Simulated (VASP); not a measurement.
# SnO2 (Cm) in VASP: a series of runs, part 2 of 2

VASP 6.6.1. Earlier steps stand in the parts before.

## Step 3: Single point, PBE (atom 1 (Sn) moved by -0.356 Å along [1 0 0] and +0.356 Å along [0 0 1])

INCAR

```
SYSTEM = SnO2
ALGO = Normal ; EDIFF = 1E-7
ENCUT = 520 ; GGA = PE
ISIF = 2 ; ISMEAR = 0
LASPH = .TRUE. ; LCHARG = .FALSE.
LREAL = .FALSE. ; LWAVE = .FALSE.
NBANDS = 64 ; NELM = 60
PREC = Accurate ; SIGMA = 0.05
```

KPOINTS

```
k-points
0
G
  6 6 6
  0 0 0
```

POSCAR

```
SnO2
1.0
    0.0000000000      4.5220682583      4.5220682583
    4.5220682583      0.0000000000      4.5220682583
    4.5220682583      4.5220682583      0.0000000000
Sn O
4 8
Direct
    0.2037250390      0.1250000000      0.5462749610
    0.6250000000      0.1250000000      0.1250000000
    0.1250000000      0.6250000000      0.1250000000
    0.1250000000      0.1250000000      0.1250000000
    0.8910551956      0.8910551956      0.8910551956
    0.8910551956      0.3268344131      0.8910551956
    0.8910551956      0.8910551956      0.3268344131
    0.3268344131      0.8910551956      0.8910551956
    0.9231655869      0.3589448044      0.3589448044
    0.3589448044      0.3589448044      0.9231655869
    0.3589448044      0.9231655869      0.3589448044
    0.3589448044      0.3589448044      0.3589448044
```

Potentials or basis: VASP PAW PBE potentials, release 64 (Sn_d, O).

Command:

```bash
> cat potpaw_PBE.64/Sn_d/POTCAR potpaw_PBE.64/O/POTCAR > POTCAR
> mpirun -np 1 vasp_std > vasp.out
```

OUTCAR:

```text
SYSTEM = SnO2
   EDIFF = 1E-7
   ENCUT = 520
   GGA = PE
   ISIF = 2
   ISMEAR = 0
   LASPH = .TRUE.
   LREAL = .FALSE.
   NELM = 60
   PREC = Accurate

 ion  position               nearest neighbor table
   1  0.204  0.125  0.546-  11 1.78  12 1.78   9 2.14   8 2.23   6 2.53   5 2.53   2 2.69   3 2.98
                             4 2.98   4 3.48   3 3.48   2 3.70
   2  0.625  0.125  0.125-   6 2.13   7 2.13  10 2.13  11 2.13   5 2.13  12 2.13   1 2.69   4 3.20
                             3 3.20   3 3.20   4 3.20   1 3.70
   3  0.125  0.625  0.125-   7 2.13   8 2.13   9 2.13  10 2.13   5 2.13  12 2.13   1 2.98   4 3.20
                             2 3.20   4 3.20   2 3.20   1 3.48
   4  0.125  0.125  0.125-   6 2.13   7 2.13   8 2.13   9 2.13  10 2.13  11 2.13   1 2.98   2 3.20
                             3 3.20   3 3.20   2 3.20   1 3.48
   5  0.891  0.891  0.891-   2 2.13   3 2.13   1 2.53
   6  0.891  0.327  0.891-   2 2.13   4 2.13   1 2.53
   7  0.891  0.891  0.327-   2 2.13   3 2.13   4 2.13
   8  0.327  0.891  0.891-   3 2.13   4 2.13   1 2.23
   9  0.923  0.359  0.359-   3 2.13   4 2.13   1 2.14
  10  0.359  0.359  0.923-   2 2.13   3 2.13   4 2.13
  11  0.359  0.923  0.359-   1 1.78   2 2.13   4 2.13
  12  0.359  0.359  0.359-   1 1.78   2 2.13   3 2.13

  LATTYP: Found a face centered cubic cell.
 ALAT       =     9.0441365166

  Lattice vectors:

 A1 = (   0.0000000000,   4.5220682583,   4.5220682583)
 A2 = (   4.5220682583,   0.0000000000,   4.5220682583)
 A3 = (   4.5220682583,   4.5220682583,   0.0000000000)

Analysis of symmetry for initial positions (statically):
=====================================================================
 Subroutine PRICEL returns:
 Original cell was already a primitive cell.

 Routine SETGRP: Setting up the symmetry group for a
 face centered cubic supercell.

 Subroutine GETGRP returns: Found  2 space group operations
 (whereof  2 operations were pure point group operations)
 out of a pool of 48 trial point group operations.

The static configuration has the point symmetry C_1h.

Analysis of symmetry for dynamics (positions and initial velocities):
[... 165 lines left out ...]
  volume of cell :      184.94
 maximum number of plane-waves:      5004
   NGX = 23   NGY = 23   NGZ = 23

 number of electron     103.9999984 magnetization

 Free energy of the ion-electron system (eV)
  ---------------------------------------------------
  ext. energy  EPLUGINS =         0.00000000
  ---------------------------------------------------
  free energy    TOTEN  =       -68.59877880 eV

  energy without entropy =      -68.59877880  energy(sigma->0) =      -68.59877880

 E-fermi :   3.7505     XC(G=0):  -9.5445

 val. band max:        3.5407738366   @ k =   0.0000   0.0000   0.0000
 cond. band min:       4.1476408365   @ k =   0.0000   0.0000   0.0000
 fundamental gap:      0.6068669999
 Fermi energy:         3.7504739245

 k-point     1 :       0.0000    0.0000    0.0000
  band No.  band energies     occupation
      1     -19.3914      2.00000
      2     -18.8628      2.00000
      3     -18.1029      2.00000
      4     -17.7908      2.00000
      5     -17.7556      2.00000
      6     -17.5474      2.00000
[... 1597 lines left out ...]
     63      12.1094      0.00000
     64      12.6233      0.00000

 [... further k-points ...]

------------------------ aborting loop because EDIFF is reached ----------------------------------------

  FORCE on cell =-STRESS in cart. coord.  units (eV):
  Direction    XX          YY          ZZ          XY          YZ          ZX
  --------------------------------------------------------------------------------------
  -------------------------------------------------------------------------------------
  Total       14.4678964      0.8348101     14.4678964      0.6532081     -0.6532059      1.6875218
  in kB      125.3356553      7.2319754    125.3356553      5.6587537     -5.6587351     14.6190330
  external PRESSURE =      85.9677620 kB  Pullay stress =       0.0000000 kB

 VOLUME and BASIS-vectors are now :
 -----------------------------------------------------------------------------
  energy-cutoff  :      520.00
  volume of cell :      184.94
      direct lattice vectors                 reciprocal lattice vectors
     0.000000000  4.522068258  4.522068258    -0.110568875  0.110568875  0.110568875
     4.522068258  0.000000000  4.522068258     0.110568875 -0.110568875  0.110568875
     4.522068258  4.522068258  0.000000000     0.110568875  0.110568875 -0.110568875

 POSITION                                       TOTAL-FORCE (eV/Angst)
 -----------------------------------------------------------------------------------
      3.03555      3.39155      1.48652        11.609662      3.533742    -11.609662
      1.13052      3.39155      3.39155        -4.614283      0.023677      4.614283
      3.39155      1.13052      3.39155         0.368839     -3.007739      0.939803
      1.13052      1.13052      1.13052        -0.939803     -3.007739     -0.368839
      8.05882      8.05882      8.05882         0.009916      0.418692      0.028750
      5.50738      8.05882      5.50738        -0.028750      0.418692     -0.009916
      5.50738      5.50738      8.05882         0.289234      0.501565     -0.289234
      8.05882      5.50738      5.50738        -0.360376      0.067794      0.360376
      3.24635      5.79779      5.79779        -0.350847      0.632471      0.350847
      5.79779      5.79779      3.24635         0.142751      0.501692     -0.142751
      5.79779      3.24635      5.79779        -6.812365     -0.041422     -0.686022
      3.24635      3.24635      3.24635         0.686022     -0.041422      6.812365
 -----------------------------------------------------------------------------------
    total drift:                               -0.000004     -0.000157      0.000007

  FREE ENERGIE OF THE ION-ELECTRON SYSTEM (eV)
  ---------------------------------------------------
  free  energy   TOTEN  =       -68.5987787991 eV

  energy  without entropy=      -68.5987787991  energy(sigma->0) =      -68.59877880
```

Wall time 18 min (1 thread of Oxide Virtual Turin-like, shared host); peak memory 0.67 GiB.

Results:

* Free energy: -68.5988 eV
* Pressure: 8.6 GPa
* Largest force: 16.795 eV/Å
* Band gap on the k mesh: 0.61 eV

Forces on the atoms (eV/Å):
```
Sn   11.610   3.534 -11.610
Sn   -4.614   0.024   4.614
Sn    0.369  -3.008   0.940
Sn   -0.940  -3.008  -0.369
O     0.010   0.419   0.029
O    -0.029   0.419  -0.010
O     0.289   0.502  -0.289
O    -0.360   0.068   0.360
O    -0.351   0.632   0.351
O     0.143   0.502  -0.143
O    -6.812  -0.041  -0.686
O     0.686  -0.041   6.812
```

Stress tensor (GPa, compression positive):
```
12.53  0.57  1.46
 0.57  0.72 -0.57
 1.46 -0.57 12.53
```

Caveat: the cell differs from its parent crystal (atom 1 (Sn) moved by -0.356 Å along [1 0 0] and +0.356 Å along [0 0 1]); the stress differs along the axes, from 1 to 13 GPa; semilocal functionals underestimate gaps, and a narrow one can read as zero; spin-orbit coupling is left out, which moves the levels of the heavy elements; forces of over 1 eV/Å act on the atoms, so gaps and moduli don't describe the material at rest.
